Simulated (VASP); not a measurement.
# Zn (P6_3/mmc) in VASP: a series of runs

Runs on Zn. Level: PBE. Tasks: single point.

Everything below comes from runs of VASP 6.6.1. Logs are shortened: lines on timing, memory, paths and dates and some standing lists are left out, and cuts for length are marked.

### 1 The cell of the first run

It takes space group P6_3/mmc (No. 194, hexagonal). The conventional cell has a = 2.665 Å, b = 2.665 Å, c = 4.947 Å, α = 90.00°, β = 90.00°, γ = 120.00°. Zn (site symmetry -6m2) has 12 Zn at 2.66 to 2.91 Å within 3.5 Å.

### 2 Single point, PBE

File INCAR:

```
SYSTEM = Zn
PREC     = Accurate       ! precision mode
ENCUT    = 520            ! plane-wave cutoff, eV
EDIFF    = 1E-7           ! SCF threshold, eV
ISMEAR   = 0              ! smearing method
SIGMA    = 0.05           ! smearing width, eV
LREAL    = .False.        ! projectors in reciprocal space
LASPH    = .True.         ! aspherical terms in the spheres
NELM     = 80             ! most SCF steps
ALGO     = Normal         ! electronic algorithm
ISIF     = 2              ! what is computed and relaxed
LWAVE    = .False.        ! write WAVECAR
LCHARG   = .False.        ! write CHGCAR
GGA      = PE             ! functional
NBANDS   = 19             ! bands
```

File KPOINTS:

```
regular mesh
0
Gamma
  18 18 8
  0 0 0
```

File POSCAR:

```
Zn
1.0
    2.6647980532      0.0000000000      0.0000000000
   -1.3323990266      2.3077828100      0.0000000000
    0.0000000000      0.0000000000      4.9467000000
Zn
2
Direct
    0.3333333333      0.6666666667      0.2500000000
    0.6666666667      0.3333333333      0.7500000000
```

Potentials or basis: VASP PAW PBE potentials, release 64 (Zn).

Run with:

```console
$ cat potpaw_PBE.64/Zn/POTCAR > POTCAR
$ mpirun -np 1 vasp_std > vasp.out
```

OUTCAR:

```text
SYSTEM = Zn
   PREC = Accurate
   ENCUT = 520
   EDIFF = 1E-7
   ISMEAR = 0
   LREAL = .False.
   LASPH = .True.
   NELM = 80
   ISIF = 2
   GGA = PE

 ion  position               nearest neighbor table
   1  0.333  0.667  0.250-   2 2.91   2 2.91   2 2.91   2 2.91   2 2.91   2 2.91
   2  0.667  0.333  0.750-   1 2.91   1 2.91   1 2.91   1 2.91   1 2.91   1 2.91

  LATTYP: Found a hexagonal cell.
 ALAT       =     2.6647980532
 C/A-ratio  =     1.8563132745

  Lattice vectors:

 A1 = (   2.6647980532,   0.0000000000,   0.0000000000)
 A2 = (  -1.3323990266,   2.3077828100,   0.0000000000)
 A3 = (   0.0000000000,   0.0000000000,   4.9467000000)

Analysis of symmetry for initial positions (statically):
=====================================================================
 Subroutine PRICEL returns:
 Original cell was already a primitive cell.

 Routine SETGRP: Setting up the symmetry group for a
 hexagonal supercell.

 Subroutine GETGRP returns: Found 24 space group operations
 (whereof 12 operations were pure point group operations)
 out of a pool of 24 trial point group operations.

The static configuration has the point symmetry D_3d.
 The point group associated with its full space group is D_6h.

Analysis of symmetry for dynamics (positions and initial velocities):
=====================================================================
 Subroutine PRICEL returns:
 Original cell was already a primitive cell.

 Routine SETGRP: Setting up the symmetry group for a
 hexagonal supercell.

 Subroutine GETGRP returns: Found 24 space group operations
 (whereof 12 operations were pure point group operations)
 out of a pool of 24 trial point group operations.

The dynamic configuration has the point symmetry D_3d.
 The point group associated with its full space group is D_6h.

 Subroutine INISYM returns: Found 24 space group operations
 (whereof 12 operations are pure point group operations),
 and found     1 'primitive' translations

----------------------------------------------------------------------------------------

                                     Primitive cell

  volume of cell :      30.4211

  direct lattice vectors                    reciprocal lattice vectors
     2.664798053  0.000000000  0.000000000     0.375262958  0.216658170  0.000000000
    -1.332399027  2.307782810  0.000000000     0.000000000  0.433316340  0.000000000
     0.000000000  0.000000000  4.946700000     0.000000000  0.000000000  0.202154972

  length of vectors
     2.664798053  2.664798053  4.946700000     0.433316340  0.433316340  0.202154972

  position of ions in fractional coordinates (direct lattice)
     0.333333333  0.666666667  0.250000000
     0.666666667  0.333333333  0.750000000

  ion indices of the primitive-cell ions
   primitive index   ion index
                 1           1
                 2           2

----------------------------------------------------------------------------------------

 KPOINTS: regular mesh

Automatic generation of k-mesh.
 Grid dimensions read from file:
 generate k-points for:   18   18    8

 Generating k-lattice:

  Cartesian coordinates                     Fractional coordinates (reciprocal lattice)
     0.020847942  0.012036565  0.000000000     0.055555556  0.000000000  0.000000000
     0.000000000  0.024073130  0.000000000     0.000000000  0.055555556  0.000000000
     0.000000000  0.000000000  0.025269372     0.000000000  0.000000000  0.125000000

  Length of vectors
     0.024073130  0.024073130  0.025269372

  Shift w.r.t. Gamma in fractional coordinates (k-lattice)
     0.000000000  0.000000000  0.000000000

 Subroutine IBZKPT returns following result:
 ===========================================

 Found    185 irreducible k-points:

 Following reciprocal coordinates:
            Coordinates               Weight
  0.000000  0.000000  0.000000      1.000000
  0.055556 -0.000000  0.000000      6.000000
  0.111111 -0.000000  0.000000      6.000000
  0.166667 -0.000000  0.000000      6.000000
  0.222222 -0.000000  0.000000      6.000000
  0.277778 -0.000000  0.000000      6.000000
[... 16 lines left out ...]
  0.333333  0.111111  0.000000     12.000000
  0.388889  0.111111  0.000000     12.000000
 [... further k-points ...]
   k-points           NKPTS =    185   k-points in BZ     NKDIM =    185   number of bands    NBANDS=     19
   number of dos      NEDOS =    301   number of ions     NIONS =      2
   total plane-waves  NPLWV =  16000
   dimension x,y,z NGX =    20 NGY =   20 NGZ =   40
   dimension x,y,z NGXF=    40 NGYF=   40 NGZF=   80
   ions per type =               2
   NGX,Y,Z   is equivalent  to a cutoff of  12.48, 12.48, 13.44 a.u.
   NGXF,Y,Z  is equivalent  to a cutoff of  24.95, 24.95, 26.89 a.u.
 SYSTEM =  Zn
   PREC   = accura    normal or accurate (medium, high low for compatibility)
   ISTART =      0    job   : 0-new  1-cont  2-samecut
   ICHARG =      2    charge: 1-file 2-atom 10-const
   ISPIN  =      1    spin polarized calculation?
   LNONCOLLINEAR =      F non collinear calculations
   LSORBIT =      F    spin-orbit coupling
   LASPH  =      T    aspherical Exc in radial PAW
   ENCUT  =  520.0 eV  38.22 Ry    6.18 a.u.   4.95  4.95  9.20*2*pi/ulx,y,z
   NELM   =     80;   NELMIN=  2; NELMDL= -5     # of ELM steps
   EDIFF  = 0.1E-06   stopping-criterion for ELM
   LREAL  =      F    real-space projection
   EDIFFG = 0.1E-05   stopping-criterion for IOM
   NSW    =      0    number of steps for IOM
   IBRION =     -1    ionic relax: 0-MD 1-quasi-New 2-CG
   NFREE  =      0    steps in history (QN), initial steepest desc. (CG)
   ISIF   =      2    stress and relaxation
   ISYM   =      2    0-nonsym 1-usesym 2-fastsym
   POTIM  = 0.5000    time-step for ionic-motion
   TEBEG  =    0.0;   TEEND  =   0.0 temperature during run
   PSTRESS=    0.0 pullay stress
   NELECT =      24.0000    total number of electrons
   NUPDOWN=      -1.0000    fix difference up-down
   EMIN   =  10.00;   EMAX   =-10.00  energy-range for DOS
   EFERMI =   0.00;   METHOD = LEGACY
   ISMEAR =     0;   SIGMA  =   0.05  broadening in eV -4-tet -1-fermi 0-gaus
   EFERMI_NEDOS =   21; number of points for ismear=-14 and -15
   IALGO  =     38    algorithm
   IMIX   =      4    mixing-type and parameters
     AMIX     =   0.40;   BMIX     =  1.00
     AMIX_MAG =   1.60;   BMIX_MAG =  1.00
  volume/ion in A,a.u.               =      15.21       102.65
  Fermi-wavevector in a.u.,A,eV,Ry     =   1.512703  2.858594 31.133805  2.288270
  Thomas-Fermi vector in A             =   2.622592
   LORBIT       =      0    0 simple, 1 ext, 2 COOP (PROOUT), +10 PAW based schemes
   GGA     = PE    functional components
   LHFCALC =     F    Hartree Fock is set to
   AEXX    =    0.0000 exact exchange contribution
   IVDW    =     0    specifies the selected vdW correction
   LEPSILON=     F    determine dielectric tensor
   LRPA    =     F    only Hartree local field effects (RPA)
 non-spin polarized calculation
 Gauss-broadening in eV      SIGMA  =   0.05
  energy-cutoff  :      520.00
  volume of cell :       30.42
 maximum number of plane-waves:       855
 NGX is ok and might be reduce to    20
   NGX =  9   NGY =  9   NGZ = 19

 number of electron      24.0000012 magnetization

 Free energy of the ion-electron system (eV)
  ---------------------------------------------------
  ext. energy  EPLUGINS =         0.00000000
  ---------------------------------------------------
  free energy    TOTEN  =        -2.21502738 eV

  energy without entropy =       -2.21446351  energy(sigma->0) =       -2.21474544

 E-fermi :   3.2758     XC(G=0): -11.5518

 val. band max:        3.2529206336   @ k =   0.3333   0.3333   0.0000
 cond. band min:       3.2886711097   @ k =   0.3333   0.2222   0.2500
 fundamental gap:      0.0357504762
 Fermi energy:         3.2757664349

 k-point     1 :       0.0000    0.0000    0.0000
  band No.  band energies     occupation
      1      -7.2895      2.00000
      2      -5.4961      2.00000
      3      -4.8014      2.00000
      4      -4.5735      2.00000
      5      -4.5735      2.00000
      6      -4.5236      2.00000
[... 11 lines left out ...]
     18      22.1825      0.00000
     19      22.1827      0.00000

 k-point     2 :       0.0556   -0.0000    0.0000
  band No.  band energies     occupation
      1      -7.1978      2.00000
      2      -5.4561      2.00000
      3      -4.7920      2.00000
      4      -4.5826      2.00000
      5      -4.5520      2.00000
      6      -4.5336      2.00000
[... 11 lines left out ...]
     18      21.3431      0.00000
     19      23.0309      0.00000

 k-point     3 :       0.1111   -0.0000    0.0000
  band No.  band energies     occupation
      1      -6.9262      2.00000
      2      -5.3470      2.00000
      3      -4.7706      2.00000
      4      -4.6030      2.00000
      5      -4.5539      2.00000
      6      -4.4894      2.00000
[... 11 lines left out ...]
     18      20.6943      0.00000
     19      22.2302      0.00000

 k-point     4 :       0.1667   -0.0000    0.0000
  band No.  band energies     occupation
      1      -6.4892      2.00000
      2      -5.2062      2.00000
      3      -4.7535      2.00000
      4      -4.6299      2.00000
      5      -4.5343      2.00000
      6      -4.4326      2.00000
[... 407 lines left out ...]
     18      16.8693      0.00000
     19      18.0845      0.00000

 k-point    23 :       0.3333    0.1111    0.0000
  band No.  band energies     occupation
      1      -5.1565      2.00000
      2      -5.0738      2.00000
      3      -4.9699      2.00000
      4      -4.5543      2.00000
      5      -4.4775      2.00000
      6      -4.4167      2.00000
[... 11 lines left out ...]
     18      16.3876      0.00000
     19      17.6959      0.00000

 k-point    24 :       0.3889    0.1111    0.0000
  band No.  band energies     occupation
      1      -5.1963      2.00000
      2      -5.0982      2.00000
      3      -5.0171      2.00000
      4      -4.5702      2.00000
      5      -4.4538      2.00000
      6      -4.4289      2.00000
[... 11 lines left out ...]
     18      16.0909      0.00000
     19      17.4571      0.00000

 [... further k-points ...]

------------------------ aborting loop because EDIFF is reached ----------------------------------------

  FORCE on cell =-STRESS in cart. coord.  units (eV):
  Direction    XX          YY          ZZ          XY          YZ          ZX
  --------------------------------------------------------------------------------------
  -------------------------------------------------------------------------------------
  Total       -0.0682097     -0.0682097      0.1222811      0.0000000     -0.0000000      0.0000000
  in kB       -3.5923746     -3.5923746      6.4401395      0.0000000     -0.0000000      0.0000000
  external PRESSURE =      -0.2482033 kB  Pullay stress =       0.0000000 kB

 VOLUME and BASIS-vectors are now :
 -----------------------------------------------------------------------------
  energy-cutoff  :      520.00
  volume of cell :       30.42
      direct lattice vectors                 reciprocal lattice vectors
     2.664798053  0.000000000  0.000000000     0.375262958  0.216658170  0.000000000
    -1.332399027  2.307782810  0.000000000     0.000000000  0.433316340  0.000000000
     0.000000000  0.000000000  4.946700000     0.000000000  0.000000000  0.202154972

 POSITION                                       TOTAL-FORCE (eV/Angst)
 -----------------------------------------------------------------------------------
     -0.00000      1.53852      1.23667         0.000000      0.000000      0.000000
      1.33240      0.76926      3.71002        -0.000000     -0.000000      0.000000
 -----------------------------------------------------------------------------------
    total drift:                               -0.000000      0.000000      0.000000

  FREE ENERGIE OF THE ION-ELECTRON SYSTEM (eV)
  ---------------------------------------------------
  free  energy   TOTEN  =        -2.2150273798 eV

  energy  without entropy=       -2.2144635079  energy(sigma->0) =       -2.21474544
```

Wall time 1.8 min (1 thread of Intel Xeon 8259CL, shared host); peak memory 0.21 GiB.

Results:

| Quantity | Value |
| --- | --- |
| Free energy | -2.2150 eV |
| Pressure | 0.0 GPa |
| Band gap on the k mesh | zero (bands 12 and 13 overlap by 4.66 eV) |

### 3 Single point, PBE

File INCAR:

```
SYSTEM = Zn
PREC     = Accurate       ! precision mode
ENCUT    = 520            ! plane-wave cutoff, eV
EDIFF    = 1E-6           ! SCF threshold, eV
ISMEAR   = -1             ! smearing method
SIGMA    = 0.15           ! smearing width, eV
LREAL    = .False.        ! projectors in reciprocal space
LASPH    = .True.         ! aspherical terms in the spheres
NELM     = 60             ! most SCF steps
ALGO     = Normal         ! electronic algorithm
ISIF     = 2              ! what is computed and relaxed
LWAVE    = .False.        ! write WAVECAR
LCHARG   = .False.        ! write CHGCAR
GGA      = PE             ! functional
NBANDS   = 19             ! bands
```

File KPOINTS:

```
Automatic mesh
0
Gamma
  18 18 8
  0 0 0
```

POSCAR is that of step 2.

Potentials or basis: VASP PAW PBE potentials, release 64 (Zn).

Run with:

```console
$ cat potpaw_PBE.64/Zn/POTCAR > POTCAR
$ mpirun -np 1 vasp_std > vasp.out
```

Run time: 1.7 min. Hardware: 1 thread of Intel Xeon 8259CL, shared host; peak memory 0.21 GiB.

It converged, with:

```
Free energy            : -2.2320 eV
Pressure               : 0.1 GPa
Band gap on the k mesh : zero (bands 12 and 13 overlap by 4.66 eV)
```

Stress tensor (GPa, compression positive):
```
-0.15  0.00  0.00
 0.00 -0.15  0.00
 0.00  0.00  0.68
```

Levels at points of the mesh, in eV from the Fermi level:
| k point | band 8 | band 9 | band 10 | band 11 | band 12 | band 13 | band 14 | band 15 | band 16 | band 17 |
| --- | --- | --- | --- | --- | --- | --- | --- | --- | --- | --- |
| (0.00, 0.00, 0.00) | -7.38 | -7.38 | -7.17 | -7.17 | -3.70 | -3.11 | 13.55 | 17.18 | 17.35 | 17.35 |
| (0.50, 0.00, 0.00) | -7.18 | -6.99 | -6.97 | -2.91 | -2.24 | 2.55 | 3.47 | 4.02 | 5.63 | 10.06 |
| (0.00, 0.00, 0.50) | -7.69 | -7.25 | -7.25 | -7.25 | -7.25 | 4.52 | 4.52 | 18.64 | 18.64 | 18.64 |
| (0.50, 0.00, 0.50) | -7.19 | -6.98 | -6.98 | -1.93 | -1.93 | 0.05 | 0.05 | 10.07 | 10.07 | 11.88 |

### 4 Single point, PBE

File INCAR:

```
PREC     = Accurate       # precision mode
ENCUT    = 520            # plane-wave cutoff, eV
EDIFF    = 1E-6           # SCF threshold, eV
ISMEAR   = -1             # smearing method
SIGMA    = 0.28           # smearing width, eV
LREAL    = False          # projectors in reciprocal space
LASPH    = True           # aspherical terms in the spheres
NELM     = 80             # most SCF steps
ALGO     = Normal         # electronic algorithm
ISIF     = 2              # what is computed and relaxed
LWAVE    = False          # write WAVECAR
LCHARG   = False          # write CHGCAR
GGA      = PE             # functional
NBANDS   = 19             # bands
```

File KPOINTS:

```
Automatic mesh
0
Gamma
  18 18 8
```

POSCAR is that of step 3.

Run with:

```console
$ cat potpaw_PBE.64/Zn/POTCAR > POTCAR
$ mpirun -np 1 vasp_std > vasp.out
```

Wall time 1.7 min (1 thread of Intel Xeon 8259CL, shared host); peak memory 0.21 GiB.

Results (log left out):

* Free energy: -2.2758 eV
* Pressure: 0.5 GPa
* Band gap on the k mesh: zero (bands 12 and 13 overlap by 4.66 eV)

Stress tensor (GPa, compression positive):
```
0.43 0.00 0.00
0.00 0.43 0.00
0.00 0.00 0.61
```

Levels at points of the mesh, in eV from the Fermi level:
```
           k point  band 10  band 11  band 12  band 13  band 14  band 15
(0.00, 0.00, 0.00)    -7.11    -7.11    -3.65    -3.06    13.60    17.24
(0.50, 0.00, 0.00)    -6.91    -2.86    -2.18     2.61     3.53     4.07
(0.00, 0.00, 0.50)    -7.20    -7.20    -7.20     4.57     4.57    18.69
(0.50, 0.00, 0.50)    -6.92    -1.88    -1.88     0.10     0.10    10.12
```

Caveat: so wide a smearing shifts energies and pressures.

### 5 The runs side by side

```tsv
smearing	gap on the mesh (eV)	pressure (GPa)
gaussian 0.05 eV	none	0.0
fermi-dirac 0.15 eV	none	0.1
fermi-dirac 0.28 eV	none	0.5
```

Alike in all rows: task single point; level PBE; potentials or basis VASP PAW PBE potentials, release 64 (Zn); no spin polarisation; cell as given; k mesh 18 × 18 × 8; cutoff (eV) 520.

Caveats: so wide a smearing shifts energies and pressures (at least some runs).

Absolute energies hang on the potentials; compare differences alone.

The gap in the log of VASP goes by the Fermi energy; the results here count the filled bands.